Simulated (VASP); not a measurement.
# Si62P (a cell with a defect) in VASP: single point with PBE

Aim: the single point of Si62P (a cell with a defect) with PBE.

All numbers are computed with VASP 6.6.1; they aren't measurements. Logs are shortened: lines on timing, memory, paths and dates and some standing lists are left out, and cuts for length are marked.

## (1) The cell of the first run

The cell holds a defect, 63 atoms: a = 10.860 Å, b = 10.860 Å, c = 10.860 Å, α = 90.00°, β = 90.00°, γ = 90.00°.

## (2) Single point, PBE

Contents of INCAR:

```
  PREC = Accurate
  ENCUT = 520
  EDIFF = 1E-7
  ISMEAR = 0
  SIGMA = 0.02
  LREAL = Auto
  LASPH = True
  NELM = 60
  ALGO = Normal
  ISIF = 2
  LWAVE = False
  LCHARG = False
  GGA = PE
  NBANDS = 164
  NELECT = 254.0
```

Contents of KPOINTS:

```
Automatic mesh
0
Gamma
  1 1 1
```

Contents of POSCAR:

```
Si62P
1.0
   10.8600000000      0.0000000000      0.0000000000
    0.0000000000     10.8600000000      0.0000000000
    0.0000000000      0.0000000000     10.8600000000
Si P
62 1
Direct
    0.4985839779      0.0004491713      0.0006308471
    0.6271051565      0.1246557090      0.1233048803
    0.7496534070      0.2533457643     -0.0013491713
    0.8751781768      0.3750834254      0.1248420810
    0.7575170350     -0.0038195212      0.2401351750
    0.8790874770      0.1214582873      0.3682351750
    0.2354362799      0.2437988029     -0.0028762431
    0.3658743094      0.3644036832      0.1233354512
    0.4927944751      0.4953003683      0.0026090239
    0.6209662983      0.6181867403      0.1287374770
    0.7455208103      0.7436430939      0.0011075506
    0.8812720074      0.8694953959      0.1082589319
    0.2446594843      0.0103422652      0.2458714549
    0.3780109576      0.1229162063      0.3782391344
    0.4988686924      0.2475851750      0.2488730203
    0.6235371087      0.3729949355      0.3741149171
    0.7530058011      0.5000360037      0.2551015654
    0.8776430018      0.6296300184      0.3766913444
    0.5042998158     -0.0007974217      0.5058255064
    0.6342361878      0.1199782689      0.6337066298
    0.7489120626      0.2443081031      0.4951986188
    0.8704310313      0.3739517495      0.6167860958
    0.7672913444      0.0050623389      0.7678351750
    0.8987707182      0.1349658379      0.8946422652
   -0.0006067219      0.5003820442     -0.0003824125
    0.1260039595      0.6225870166      0.1270486188
    0.2449678637      0.7541732044      0.0032080110
    0.3711949355      0.8796372928      0.1277430939
    0.0043504604      0.2425118785      0.2363103131
    0.1243092081      0.3678409761      0.3699866483
    0.2511088398      0.4961345304      0.2511958564
    0.3750833333      0.6244244015      0.3748327808
    0.4980065378      0.7513181400      0.2488534991
    0.6274836096      0.8744097606      0.3724919890
    0.0003503683     -0.0005457643      0.4997675875
    0.1239719153      0.1255880295      0.6259458564
    0.2504501842      0.2489715470      0.4998917127
    0.3753881215      0.3749314917      0.6241047882
    0.5008102210      0.5005457643      0.5001316759
    0.6251225599      0.6256288214      0.6259218232
    0.7506654696      0.7529906998      0.5025838858
    0.8765647330      0.8772332413      0.6293212707
    0.2415442910     -0.0017341621      0.7569297422
    0.3714590239      0.1239389503      0.8755454880
    0.4992343462      0.2477971455      0.7485815838
    0.6197800184      0.3747534991      0.8735748619
    0.7488800184      0.4975969613      0.7486617864
    0.8731140884      0.6226779926      0.8740556169
    0.0000007366      0.7528610497      0.2454256906
    0.1255544199      0.8788523020      0.3707684162
    0.0006525783      0.4982081031      0.4964656538
    0.1260787293      0.6231307551      0.6248598527
    0.2466265193      0.7503588398      0.4971234807
    0.3709094843      0.8727882136      0.6265578269
   -0.0015116943      0.2559830571      0.7458264273
    0.1241406998      0.3789329650      0.8709094843
    0.2555446593      0.5038597606      0.7520226519
    0.3765052486      0.6307252302      0.8793470534
    0.5015674954      0.7535378453      0.7513854512
    0.6281348066      0.8774615101      0.8776028545
    0.0004095764      0.7495011971      0.7524424494
    0.1102662983      0.8761740331      0.8865638122
    0.0954371087      0.1118665746      0.0906827808
```

Potentials or basis: VASP PAW PBE potentials, release 64 (Si, P).

Started as:

```sh
> cat potpaw_PBE.64/Si/POTCAR potpaw_PBE.64/P/POTCAR > POTCAR
> mpirun -np 1 vasp_gam > vasp.out
```

OUTCAR:

```text
PREC = Accurate
   ENCUT = 520
   EDIFF = 1E-7
   ISMEAR = 0
   LREAL = Auto
   LASPH = True
   NELM = 60
   ISIF = 2
   GGA = PE
   NELECT = 254.0

 ion  position               nearest neighbor table
   1  0.499  0.000  0.001-  28 2.35   2 2.35  60 2.36  44 2.36
   2  0.627  0.125  0.123-   1 2.35   3 2.36   5 2.36  15 2.36
   3  0.750  0.253  0.999-   4 2.34  24 2.36   2 2.36  46 2.36
   4  0.875  0.375  0.125-   3 2.34  29 2.35  25 2.35  17 2.37
   5  0.758  0.996  0.240-   6 2.35   2 2.36  12 2.40  34 2.41
   6  0.879  0.121  0.368-   5 2.35  35 2.35  29 2.37  21 2.38
   7  0.235  0.244  0.997-  63 2.32  56 2.34   8 2.37  44 2.37
   8  0.366  0.364  0.123-  31 2.35  15 2.36   7 2.37   9 2.37
   9  0.493  0.495  0.003-  58 2.36  46 2.36  10 2.37   8 2.37
  10  0.621  0.618  0.129-  33 2.36  17 2.36   9 2.37  11 2.37
  11  0.746  0.744  0.001-  12 2.32  60 2.35  48 2.36  10 2.37
  12  0.881  0.869  0.108-  11 2.32  49 2.34   5 2.40
  13  0.245  0.010  0.246-  28 2.36  50 2.36  14 2.38  63 2.59
  14  0.378  0.123  0.378-  15 2.35  37 2.35  19 2.37  13 2.38
  15  0.499  0.248  0.249-  14 2.35  16 2.35   8 2.36   2 2.36
  16  0.624  0.373  0.374-  21 2.35  15 2.35  17 2.36  39 2.36
  17  0.753  0.500  0.255-  16 2.36  18 2.36  10 2.36   4 2.37
  18  0.878  0.630  0.377-  51 2.35  17 2.36  41 2.36  49 2.36
[... 41 lines left out ...]
  60  0.628  0.877  0.878-  11 2.35   1 2.36  59 2.36  23 2.37
  61  0.000  0.750  0.752-  62 2.33  42 2.35  48 2.36  52 2.38
  62  0.110  0.876  0.887-  61 2.33  27 2.35  43 2.40
  63  0.095  0.112  0.091-   7 2.32  29 2.34  13 2.59  24 3.03

  LATTYP: Found a simple cubic cell.
 ALAT       =    10.8600000000

  Lattice vectors:

 A1 = (  10.8600000000,   0.0000000000,   0.0000000000)
 A2 = (   0.0000000000,  10.8600000000,   0.0000000000)
 A3 = (   0.0000000000,   0.0000000000,  10.8600000000)

Analysis of symmetry for initial positions (statically):
=====================================================================
 Subroutine PRICEL returns:
 Original cell was already a primitive cell.

 Routine SETGRP: Setting up the symmetry group for a
 simple cubic supercell.

 Subroutine GETGRP returns: Found  1 space group operations
 (whereof  1 operations were pure point group operations)
 out of a pool of 48 trial point group operations.

The static configuration has the point symmetry C_1 .

Analysis of symmetry for dynamics (positions and initial velocities):
=====================================================================
 Subroutine PRICEL returns:
 Original cell was already a primitive cell.

 Routine SETGRP: Setting up the symmetry group for a
 simple cubic supercell.

 Subroutine GETGRP returns: Found  1 space group operations
 (whereof  1 operations were pure point group operations)
 out of a pool of 48 trial point group operations.

The dynamic configuration has the point symmetry C_1 .

 Subroutine INISYM returns: Found  1 space group operations
 (whereof  1 operations are pure point group operations),
 and found     1 'primitive' translations

----------------------------------------------------------------------------------------

                                     Primitive cell

  volume of cell :    1280.8241

  direct lattice vectors                    reciprocal lattice vectors
    10.860000000  0.000000000  0.000000000     0.092081031  0.000000000  0.000000000
     0.000000000 10.860000000  0.000000000     0.000000000  0.092081031  0.000000000
     0.000000000  0.000000000 10.860000000     0.000000000  0.000000000  0.092081031

  length of vectors
    10.860000000 10.860000000 10.860000000     0.092081031  0.092081031  0.092081031

  position of ions in fractional coordinates (direct lattice)
     0.498583978  0.000449171  0.000630847
     0.627105157  0.124655709  0.123304880
     0.749653407  0.253345764  0.998650829
     0.875178177  0.375083425  0.124842081
     0.757517035  0.996180479  0.240135175
     0.879087477  0.121458287  0.368235175
[... 55 lines left out ...]
     0.110266298  0.876174033  0.886563812
     0.095437109  0.111866575  0.090682781

  ion indices of the primitive-cell ions
   primitive index   ion index
                 1           1
                 2           2
                 3           3
                 4           4
                 5           5
                 6           6
[... 55 lines left out ...]
                62          62
                63          63

----------------------------------------------------------------------------------------

 KPOINTS: Automatic mesh

Automatic generation of k-mesh.
 Grid dimensions read from file:
 generate k-points for:    1    1    1

 Generating k-lattice:

  Cartesian coordinates                     Fractional coordinates (reciprocal lattice)
     0.092081031  0.000000000  0.000000000     1.000000000  0.000000000  0.000000000
     0.000000000  0.092081031  0.000000000     0.000000000  1.000000000  0.000000000
     0.000000000  0.000000000  0.092081031     0.000000000  0.000000000  1.000000000

  Length of vectors
     0.092081031  0.092081031  0.092081031

  Shift w.r.t. Gamma in fractional coordinates (k-lattice)
     0.000000000  0.000000000  0.000000000

 Subroutine IBZKPT returns following result:
 ===========================================

 Found      1 irreducible k-points:

 Following reciprocal coordinates:
            Coordinates               Weight
  0.000000  0.000000  0.000000      1.000000
   k-points           NKPTS =      1   k-points in BZ     NKDIM =      1   number of bands    NBANDS=    164
   number of dos      NEDOS =    301   number of ions     NIONS =     63
   total plane-waves  NPLWV = 592704
   dimension x,y,z NGX =    84 NGY =   84 NGZ =   84
   dimension x,y,z NGXF=   168 NGYF=  168 NGZF=  168
   ions per type =              62   1
   NGX,Y,Z   is equivalent  to a cutoff of  12.86, 12.86, 12.86 a.u.
   NGXF,Y,Z  is equivalent  to a cutoff of  25.72, 25.72, 25.72 a.u.
 SYSTEM =  unknown system
   PREC   = accura    normal or accurate (medium, high low for compatibility)
   ISTART =      0    job   : 0-new  1-cont  2-samecut
   ICHARG =      2    charge: 1-file 2-atom 10-const
   ISPIN  =      1    spin polarized calculation?
   LNONCOLLINEAR =      F non collinear calculations
   LSORBIT =      F    spin-orbit coupling
   LASPH  =      T    aspherical Exc in radial PAW
   ENCUT  =  520.0 eV  38.22 Ry    6.18 a.u.  20.19 20.19 20.19*2*pi/ulx,y,z
   NELM   =     60;   NELMIN=  2; NELMDL= -5     # of ELM steps
   EDIFF  = 0.1E-06   stopping-criterion for ELM
   LREAL  =      T    real-space projection
   EDIFFG = 0.1E-05   stopping-criterion for IOM
   NSW    =      0    number of steps for IOM
   IBRION =     -1    ionic relax: 0-MD 1-quasi-New 2-CG
   NFREE  =      0    steps in history (QN), initial steepest desc. (CG)
   ISIF   =      2    stress and relaxation
   ISYM   =      2    0-nonsym 1-usesym 2-fastsym
   POTIM  = 0.5000    time-step for ionic-motion
   TEBEG  =    0.0;   TEEND  =   0.0 temperature during run
   PSTRESS=    0.0 pullay stress
   NELECT =     254.0000    total number of electrons
   NUPDOWN=      -1.0000    fix difference up-down
   EMIN   =  10.00;   EMAX   =-10.00  energy-range for DOS
   EFERMI =   0.00;   METHOD = LEGACY
   ISMEAR =     0;   SIGMA  =   0.02  broadening in eV -4-tet -1-fermi 0-gaus
   EFERMI_NEDOS =   21; number of points for ismear=-14 and -15
   IALGO  =     38    algorithm
   IMIX   =      4    mixing-type and parameters
     AMIX     =   0.40;   BMIX     =  1.00
     AMIX_MAG =   1.60;   BMIX_MAG =  1.00
  volume/ion in A,a.u.               =      20.33       137.20
  Fermi-wavevector in a.u.,A,eV,Ry     =   0.954677  1.804077 12.400449  0.911407
  Thomas-Fermi vector in A             =   2.083445
   LORBIT       =      0    0 simple, 1 ext, 2 COOP (PROOUT), +10 PAW based schemes
   GGA     = PE    functional components
   LHFCALC =     F    Hartree Fock is set to
   AEXX    =    0.0000 exact exchange contribution
   IVDW    =     0    specifies the selected vdW correction
   LEPSILON=     F    determine dielectric tensor
   LRPA    =     F    only Hartree local field effects (RPA)
 non-spin polarized calculation
 Gauss-broadening in eV      SIGMA  =   0.02
  energy-cutoff  :      520.00
  volume of cell :     1280.82
 maximum number of plane-waves:     17229
 NGX is ok and might be reduce to    84
   NGX = 41   NGY = 41   NGZ = 41

 number of electron     253.9999997 magnetization

 Free energy of the ion-electron system (eV)
  ---------------------------------------------------
  ext. energy  EPLUGINS =         0.00000000
  ---------------------------------------------------
  free energy    TOTEN  =      -326.14199275 eV

  energy without entropy =     -326.14199260  energy(sigma->0) =     -326.14199268

 E-fermi :   6.1985     XC(G=0):  -9.3627

 val. band max:        6.1294167292   @ k =   0.0000   0.0000   0.0000
 cond. band min:       6.2674872064   @ k =   0.0000   0.0000   0.0000
 fundamental gap:      0.1380704772
 Fermi energy:         6.1984518742

 k-point     1 :       0.0000    0.0000    0.0000
  band No.  band energies     occupation
      1      -6.2615      2.00000
      2      -5.5824      2.00000
      3      -5.1475      2.00000
      4      -5.1252      2.00000
      5      -5.1195      2.00000
      6      -5.1123      2.00000
[... 131 lines left out ...]
    138       6.8988      0.00000
    139       6.9315      0.00000
 [bands above 139 left out]

------------------------ aborting loop because EDIFF is reached ----------------------------------------

  FORCE on cell =-STRESS in cart. coord.  units (eV):
  Direction    XX          YY          ZZ          XY          YZ          ZX
  --------------------------------------------------------------------------------------
  -------------------------------------------------------------------------------------
  Total       16.1635200     25.3133613     15.9993976      0.7051180     -1.6446546      6.0647176
  in kB       20.2188780     31.6643753     20.0135780      0.8820291     -2.0572914      7.5863292
  external PRESSURE =      23.9656104 kB  Pullay stress =       0.0000000 kB

 VOLUME and BASIS-vectors are now :
 -----------------------------------------------------------------------------
  energy-cutoff  :      520.00
  volume of cell :     1280.82
      direct lattice vectors                 reciprocal lattice vectors
    10.860000000  0.000000000  0.000000000     0.092081031  0.000000000  0.000000000
     0.000000000 10.860000000  0.000000000     0.000000000  0.092081031  0.000000000
     0.000000000  0.000000000 10.860000000     0.000000000  0.000000000  0.092081031

 POSITION                                       TOTAL-FORCE (eV/Angst)
 -----------------------------------------------------------------------------------
      5.41462      0.00488      0.00685         0.004010     -0.006329     -0.012626
      6.81036      1.35376      1.33909        -0.004100      0.006229     -0.015532
      8.14124      2.75134     10.84535        -0.011476      0.005815     -0.017512
      9.50444      4.07341      1.35578        -0.035305      0.028818     -0.006455
      8.22664     10.81852      2.60787         0.017304      0.019741     -0.026212
      9.54689      1.31904      3.99903        -0.014286      0.012232      0.002254
[... 55 lines left out ...]
      1.19749      9.51525      9.62808        -0.073433     -0.141341     -0.047902
      1.03645      1.21487      0.98481         0.307974      0.174500      0.548925
 -----------------------------------------------------------------------------------
    total drift:                                0.000777     -0.001611     -0.013220

  FREE ENERGIE OF THE ION-ELECTRON SYSTEM (eV)
  ---------------------------------------------------
  free  energy   TOTEN  =      -326.1419927525 eV

  energy  without entropy=     -326.1419926015  energy(sigma->0) =     -326.14199268
```

It took 12 min on 1 thread of Intel Xeon 8259CL, shared host; peak memory 1 GiB.

Results:

| Item | Value |
| --- | --- |
| Free energy | -326.1420 eV |
| Largest force | 0.653 eV/Å |

Forces in eV/Å, atoms in the order of the input:
```
Si   0.004 -0.006 -0.013
Si  -0.004  0.006 -0.016
Si  -0.011  0.006 -0.018
Si  -0.035  0.029 -0.006
Si   0.017  0.020 -0.026
Si  -0.014  0.012  0.002
Si   0.087  0.064  0.097
Si   0.081  0.080  0.011
Si   0.040  0.053 -0.029
Si   0.022  0.027  0.001
Si   0.024  0.007 -0.042
Si   0.034 -0.012 -0.030
Si  -0.035 -0.033 -0.086
Si  -0.047  0.021 -0.046
Si   0.015  0.011 -0.004
Si  -0.007  0.001  0.012
Si  -0.004  0.001 -0.010
Si  -0.025  0.006 -0.008
Si  -0.028  0.022 -0.047
Si  -0.024  0.000 -0.024
Si   0.003  0.002  0.004
Si   0.012 -0.004 -0.006
Si  -0.020  0.007 -0.028
Si  -0.024 -0.034  0.042
Si  -0.006 -0.004 -0.005
Si   0.010 -0.022 -0.002
Si  -0.004 -0.035 -0.023
Si   0.008 -0.027 -0.040
Si  -0.022  0.071  0.010
Si   0.003  0.015  0.014
Si   0.021  0.005  0.017
Si  -0.002  0.017  0.010
Si   0.001 -0.002 -0.020
Si  -0.008 -0.009 -0.015
Si  -0.005  0.006 -0.011
Si  -0.020  0.000  0.010
Si  -0.011 -0.003  0.007
Si  -0.002 -0.010 -0.005
Si   0.003  0.006 -0.001
Si   0.002 -0.001  0.001
Si  -0.001  0.012 -0.007
Si  -0.004  0.005 -0.012
Si  -0.049 -0.013  0.023
Si  -0.034 -0.020  0.024
Si  -0.030 -0.030 -0.004
Si  -0.033 -0.021 -0.013
Si  -0.012 -0.036 -0.013
Si  -0.013 -0.037 -0.024
Si   0.018 -0.016 -0.022
Si  -0.023 -0.002 -0.004
Si   0.007  0.003 -0.027
Si   0.005 -0.036 -0.030
Si   0.003  0.019 -0.001
Si  -0.013  0.027  0.008
Si  -0.017 -0.030  0.023
Si  -0.011 -0.037  0.035
Si  -0.014 -0.040  0.005
Si  -0.013 -0.003 -0.026
Si  -0.004  0.006 -0.018
Si  -0.007  0.002 -0.022
Si  -0.016 -0.076 -0.072
Si  -0.073 -0.141 -0.048
P    0.308  0.174  0.549
```

Caveat: the k points lie up to 0.58 Å⁻¹ apart; the cell carries a net charge on a neutralising background, which shifts energy and pressure; the cell is charged against a uniform background, so pressure and absolute levels hang on convention.
